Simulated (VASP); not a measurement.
# TeW (P6_3/mmc) in VASP: further runs

Aim: see how the results for TeW move with the level of theory and the settings. Levels: PBE, r2SCAN. Tasks: single point.

All numbers are computed with VASP 6.6.1; they aren't measurements. Logs are shortened: lines on timing, memory, paths and dates and some standing lists are left out, and cuts for length are marked.

**1. The cell of the first run**

Symmetry: P6_3/mmc, No. 194, hexagonal system. The conventional cell has a = 4.499 Å, b = 4.499 Å, c = 5.288 Å, α = 90.00°, β = 90.00°, γ = 120.00°. W (site symmetry -3m) has 2 W at 2.64 Å and 6 Te at 2.91 Å within 3.5 Å. Te (site symmetry -6m2) has 6 W at 2.91 Å and 6 Te at 3.71 Å within 3.8 Å.

**2. Single point, PBE, collinear spin**

The input, INCAR:

```
  ALGO = Normal
  EDIFF = 1E-6
  ENCUT = 520
  GGA = PE
  ISIF = 2
  ISMEAR = 0
  ISPIN = 2
  LASPH = True
  LCHARG = True
  LELF = True
  LMAXMIX = 4
  LORBIT = 11
  LREAL = False
  LVHAR = True
  LWAVE = False
  MAGMOM = 2.5 2.5 0 0
  NBANDS = 32
  NELM = 150
  PREC = Accurate
  SIGMA = 0.1
```

The input, KPOINTS:

```
k-points
0
Gamma
  12 12 8
```

The input, POSCAR:

```
TeW
1.0
    4.4991820215      0.0000000000      0.0000000000
   -2.2495910108      3.8964059269      0.0000000000
    0.0000000000      0.0000000000      5.2882889359
W Te
2 2
Direct
    0.0000000000      0.0000000000      0.0000000000
    0.0000000000      0.0000000000      0.5000000000
    0.3333333333      0.6666666667      0.2500000000
    0.6666666667      0.3333333333      0.7500000000
```

Potentials or basis: VASP PAW PBE potentials, release 64 (W_sv, Te).

The run is started by

```sh
> cat potpaw_PBE.64/W_sv/POTCAR potpaw_PBE.64/Te/POTCAR > POTCAR
> mpirun -np 1 vasp_std > vasp.out
```

OUTCAR:

```text
EDIFF = 1E-6
   ENCUT = 520
   GGA = PE
   ISIF = 2
   ISMEAR = 0
   ISPIN = 2
   LASPH = True
   LORBIT = 11
   LREAL = False
   NELM = 150
   PREC = Accurate

 ion  position               nearest neighbor table
   1  0.000  0.000  0.000-   2 2.64   2 2.64   4 2.91   3 2.91   4 2.91   3 2.91   4 2.91   3 2.91

   2  0.000  0.000  0.500-   1 2.64   1 2.64   4 2.91   3 2.91   4 2.91   3 2.91   4 2.91   3 2.91

   3  0.333  0.667  0.250-   1 2.91   2 2.91   1 2.91   2 2.91   1 2.91   2 2.91
   4  0.667  0.333  0.750-   1 2.91   2 2.91   1 2.91   2 2.91   1 2.91   2 2.91

  LATTYP: Found a hexagonal cell.
 ALAT       =     4.4991820215
 C/A-ratio  =     1.1753889731

  Lattice vectors:

 A1 = (   4.4991820215,   0.0000000000,   0.0000000000)
 A2 = (  -2.2495910108,   3.8964059269,   0.0000000000)
 A3 = (   0.0000000000,   0.0000000000,   5.2882889359)

Analysis of symmetry for initial positions (statically):
=====================================================================
 Subroutine PRICEL returns:
 Original cell was already a primitive cell.

 Routine SETGRP: Setting up the symmetry group for a
 hexagonal supercell.

 Subroutine GETGRP returns: Found 24 space group operations
 (whereof 12 operations were pure point group operations)
 out of a pool of 24 trial point group operations.

The static configuration has the point symmetry D_3d.
 The point group associated with its full space group is D_6h.

Analysis of symmetry for dynamics (positions and initial velocities):
=====================================================================
 Subroutine PRICEL returns:
 Original cell was already a primitive cell.

 Routine SETGRP: Setting up the symmetry group for a
 hexagonal supercell.

 Subroutine GETGRP returns: Found 24 space group operations
 (whereof 12 operations were pure point group operations)
 out of a pool of 24 trial point group operations.

The dynamic configuration has the point symmetry D_3d.
 The point group associated with its full space group is D_6h.

Analysis of structural, dynamic, and magnetic symmetry:
=====================================================================
 Subroutine PRICEL returns:
 Original cell was already a primitive cell.

 Routine SETGRP: Setting up the symmetry group for a
 hexagonal supercell.

 Subroutine GETGRP returns: Found 24 space group operations
 (whereof 12 operations were pure point group operations)
 out of a pool of 24 trial point group operations.

The overall configuration has the point symmetry D_3d.
 The point group associated with its full space group is D_6h.

 Subroutine INISYM returns: Found 24 space group operations
 (whereof 12 operations are pure point group operations),
 and found     1 'primitive' translations

----------------------------------------------------------------------------------------

                                     Primitive cell

  volume of cell :      92.7071

  direct lattice vectors                    reciprocal lattice vectors
     4.499182022  0.000000000  0.000000000     0.222262624  0.128323386  0.000000000
    -2.249591011  3.896405927  0.000000000     0.000000000  0.256646771  0.000000000
     0.000000000  0.000000000  5.288288936     0.000000000  0.000000000  0.189097081

  length of vectors
     4.499182022  4.499182022  5.288288936     0.256646771  0.256646771  0.189097081

  position of ions in fractional coordinates (direct lattice)
     0.000000000  0.000000000  0.000000000
     0.000000000  0.000000000  0.500000000
     0.333333333  0.666666667  0.250000000
     0.666666667  0.333333333  0.750000000

  ion indices of the primitive-cell ions
   primitive index   ion index
                 1           1
                 2           2
                 3           3
                 4           4

----------------------------------------------------------------------------------------

 KPOINTS: k-points

Automatic generation of k-mesh.
 Grid dimensions read from file:
 generate k-points for:   12   12    8

 Generating k-lattice:

  Cartesian coordinates                     Fractional coordinates (reciprocal lattice)
     0.018521885  0.010693615  0.000000000     0.083333333 -0.000000000  0.000000000
     0.000000000  0.021387231  0.000000000     0.000000000  0.083333333  0.000000000
     0.000000000  0.000000000  0.023637135     0.000000000  0.000000000  0.125000000

  Length of vectors
     0.021387231  0.021387231  0.023637135

  Shift w.r.t. Gamma in fractional coordinates (k-lattice)
     0.000000000  0.000000000  0.000000000

 Subroutine IBZKPT returns following result:
 ===========================================

 Found     95 irreducible k-points:

 Following reciprocal coordinates:
            Coordinates               Weight
  0.000000  0.000000  0.000000      1.000000
  0.083333  0.000000  0.000000      6.000000
  0.166667  0.000000  0.000000      6.000000
  0.250000  0.000000  0.000000      6.000000
  0.333333  0.000000  0.000000      6.000000
  0.416667  0.000000  0.000000      6.000000
[... 16 lines left out ...]
  0.250000  0.000000  0.125000     12.000000
  0.333333  0.000000  0.125000     12.000000
 [... further k-points ...]
   k-points           NKPTS =     95   k-points in BZ     NKDIM =     95   number of bands    NBANDS=     32
   number of dos      NEDOS =    301   number of ions     NIONS =      4
   total plane-waves  NPLWV =  51840
   dimension x,y,z NGX =    36 NGY =   36 NGZ =   40
   dimension x,y,z NGXF=    72 NGYF=   72 NGZF=   80
   ions per type =               2   2
   NGX,Y,Z   is equivalent  to a cutoff of  13.30, 13.30, 12.57 a.u.
   NGXF,Y,Z  is equivalent  to a cutoff of  26.60, 26.60, 25.15 a.u.
 SYSTEM =  unknown system
   PREC   = accura    normal or accurate (medium, high low for compatibility)
   ISTART =      0    job   : 0-new  1-cont  2-samecut
   ICHARG =      2    charge: 1-file 2-atom 10-const
   ISPIN  =      2    spin polarized calculation?
   LNONCOLLINEAR =      F non collinear calculations
   LSORBIT =      F    spin-orbit coupling
   LASPH  =      T    aspherical Exc in radial PAW
   ENCUT  =  520.0 eV  38.22 Ry    6.18 a.u.   8.37  8.37  9.83*2*pi/ulx,y,z
   NELM   =    150;   NELMIN=  2; NELMDL= -5     # of ELM steps
   EDIFF  = 0.1E-05   stopping-criterion for ELM
   LREAL  =      F    real-space projection
   EDIFFG = 0.1E-04   stopping-criterion for IOM
   NSW    =      0    number of steps for IOM
   IBRION =     -1    ionic relax: 0-MD 1-quasi-New 2-CG
   NFREE  =      0    steps in history (QN), initial steepest desc. (CG)
   ISIF   =      2    stress and relaxation
   ISYM   =      2    0-nonsym 1-usesym 2-fastsym
   POTIM  = 0.5000    time-step for ionic-motion
   TEBEG  =    0.0;   TEEND  =   0.0 temperature during run
   PSTRESS=    0.0 pullay stress
   NELECT =      40.0000    total number of electrons
   NUPDOWN=      -1.0000    fix difference up-down
   EMIN   =  10.00;   EMAX   =-10.00  energy-range for DOS
   EFERMI =   0.00;   METHOD = LEGACY
   ISMEAR =     0;   SIGMA  =   0.10  broadening in eV -4-tet -1-fermi 0-gaus
   EFERMI_NEDOS =   21; number of points for ismear=-14 and -15
   IALGO  =     38    algorithm
   IMIX   =      4    mixing-type and parameters
     AMIX     =   0.40;   BMIX     =  1.00
     AMIX_MAG =   1.60;   BMIX_MAG =  1.00
  volume/ion in A,a.u.               =      23.18       156.40
  Fermi-wavevector in a.u.,A,eV,Ry     =   1.237059  2.337703 20.821209  1.530316
  Thomas-Fermi vector in A             =   2.371642
   LORBIT       =     11    0 simple, 1 ext, 2 COOP (PROOUT), +10 PAW based schemes
   GGA     = PE    functional components
   LHFCALC =     F    Hartree Fock is set to
   AEXX    =    0.0000 exact exchange contribution
   IVDW    =     0    specifies the selected vdW correction
   LEPSILON=     F    determine dielectric tensor
   LRPA    =     F    only Hartree local field effects (RPA)
 spin polarized calculation
 Gauss-broadening in eV      SIGMA  =   0.10
  energy-cutoff  :      520.00
  volume of cell :       92.71
 maximum number of plane-waves:      2552
 NGX is ok and might be reduce to    36
   NGX = 17   NGY = 17   NGZ = 19

 number of electron      39.9999995 magnetization       0.0047662

 Free energy of the ion-electron system (eV)
  ---------------------------------------------------
  ext. energy  EPLUGINS =         0.00000000
  ---------------------------------------------------
  free energy    TOTEN  =       -29.46077879 eV

  energy without entropy =      -29.43475782  energy(sigma->0) =      -29.44776831

 E-fermi :   8.9880     XC(G=0): -11.0626

 val. band max:        8.9860103673   @ k =   0.4167   0.0833   0.3750
 cond. band min:       8.9888267520   @ k =   0.2500   0.1667   0.2500
 fundamental gap:      0.0028163846
 Fermi energy:         8.9879854186

 spin component 1

 k-point     1 :       0.0000    0.0000    0.0000
  band No.  band energies     occupation
      1     -65.1923      1.00000
      2     -65.1013      1.00000
      3     -29.9929      1.00000
      4     -29.4449      1.00000
      5     -29.4449      1.00000
      6     -29.3044      1.00000
[... 829 lines left out ...]
     31      16.4527      0.00000
     32      16.6557      0.00000

 [... further k-points ...]

 spin component 2

 k-point     1 :       0.0000    0.0000    0.0000
  band No.  band energies     occupation
      1     -65.1916      1.00000
      2     -65.1006      1.00000
      3     -29.9923      1.00000
      4     -29.4437      1.00000
      5     -29.4437      1.00000
      6     -29.3033      1.00000
[... 829 lines left out ...]
     31      16.4533      0.00000
     32      16.6562      0.00000

 [... further k-points ...]

------------------------ aborting loop because EDIFF is reached ----------------------------------------

  FORCE on cell =-STRESS in cart. coord.  units (eV):
  Direction    XX          YY          ZZ          XY          YZ          ZX
  --------------------------------------------------------------------------------------
  -------------------------------------------------------------------------------------
  Total       -3.6507959     -3.6507959     -4.7821685      0.0000000      0.0000000      0.0000000
  in kB      -63.0935850    -63.0935850    -82.6461293      0.0000000      0.0000000      0.0000000
  external PRESSURE =     -69.6110997 kB  Pullay stress =       0.0000000 kB

 VOLUME and BASIS-vectors are now :
 -----------------------------------------------------------------------------
  energy-cutoff  :      520.00
  volume of cell :       92.71
      direct lattice vectors                 reciprocal lattice vectors
     4.499182022  0.000000000  0.000000000     0.222262624  0.128323386  0.000000000
    -2.249591011  3.896405927  0.000000000     0.000000000  0.256646771  0.000000000
     0.000000000  0.000000000  5.288288936     0.000000000  0.000000000  0.189097081

 POSITION                                       TOTAL-FORCE (eV/Angst)
 -----------------------------------------------------------------------------------
      0.00000      0.00000      0.00000        -0.000000      0.000000      0.000000
      0.00000      0.00000      2.64414        -0.000000      0.000000      0.000000
     -0.00000      2.59760      1.32207        -0.000000      0.000000      0.000000
      2.24959      1.29880      3.96622         0.000000     -0.000000     -0.000000
 -----------------------------------------------------------------------------------
    total drift:                               -0.000000     -0.000000     -0.000000

  FREE ENERGIE OF THE ION-ELECTRON SYSTEM (eV)
  ---------------------------------------------------
  free  energy   TOTEN  =       -29.4607787944 eV

  energy  without entropy=      -29.4347578231  energy(sigma->0) =      -29.44776831

 total charge

# of ion       s       p       d       tot
------------------------------------------
    1        2.333   6.176   3.455  11.965
    2        2.333   6.176   3.455  11.965
    3        1.335   1.917   0.101   3.353
    4        1.335   1.917   0.101   3.353
--------------------------------------------------
tot          7.337  16.186   7.112  30.634

 magnetization (x)

# of ion       s       p       d       tot
------------------------------------------
    1        0.000   0.000   0.001   0.002
    2        0.000   0.000   0.001   0.002
    3       -0.000  -0.000   0.000  -0.000
    4       -0.000  -0.000   0.000  -0.000
--------------------------------------------------
tot          0.000  -0.000   0.003   0.003
```

Wall time 20 min (1 thread of Oxide Virtual Turin-like, shared host); peak memory 0.5 GiB.

Results:

| Property | Result |
| --- | --- |
| Free energy | -29.4608 eV |
| Pressure | -7.0 GPa |
| Band gap on the k mesh | zero (filled and empty bands overlap) |
| Net moment | 0.00 μB per cell |
| Valence electrons inside the program's atomic spheres | W 11.96; Te 3.35 |

Levels at points of the mesh, in eV from the Fermi level:
Spin up:
```tsv
k point	band 16	band 17	band 18	band 19	band 20	band 21	band 22	band 23	band 24	band 25
(0.00, 0.00, 0.00)	-2.61	-1.99	-1.99	-0.66	-0.66	-0.12	1.50	2.15	2.60	2.60
(0.50, 0.00, 0.00)	-3.82	-3.58	-1.94	-1.15	-0.05	0.26	0.56	2.25	2.59	3.59
(0.00, 0.00, 0.50)	-3.69	-1.17	-1.17	-1.17	-1.17	-0.99	-0.99	2.90	2.90	2.90
(0.50, 0.00, 0.50)	-3.14	-0.83	-0.83	-0.51	-0.51	-0.34	-0.34	1.40	1.40	2.24
```
Spin down:
| k point | band 16 | band 17 | band 18 | band 19 | band 20 | band 21 | band 22 | band 23 | band 24 | band 25 |
| --- | --- | --- | --- | --- | --- | --- | --- | --- | --- | --- |
| (0.00, 0.00, 0.00) | -2.60 | -1.99 | -1.99 | -0.66 | -0.66 | -0.12 | 1.50 | 2.15 | 2.60 | 2.60 |
| (0.50, 0.00, 0.00) | -3.82 | -3.58 | -1.94 | -1.15 | -0.05 | 0.26 | 0.56 | 2.25 | 2.59 | 3.59 |
| (0.00, 0.00, 0.50) | -3.69 | -1.17 | -1.17 | -1.17 | -1.17 | -0.98 | -0.98 | 2.91 | 2.91 | 2.91 |
| (0.50, 0.00, 0.50) | -3.14 | -0.83 | -0.83 | -0.51 | -0.51 | -0.34 | -0.34 | 1.40 | 1.40 | 2.24 |

Caveat: the cell stands under tension; spin-orbit coupling is left out, which moves the levels of the heavy elements.

[end of part 1 of 2]
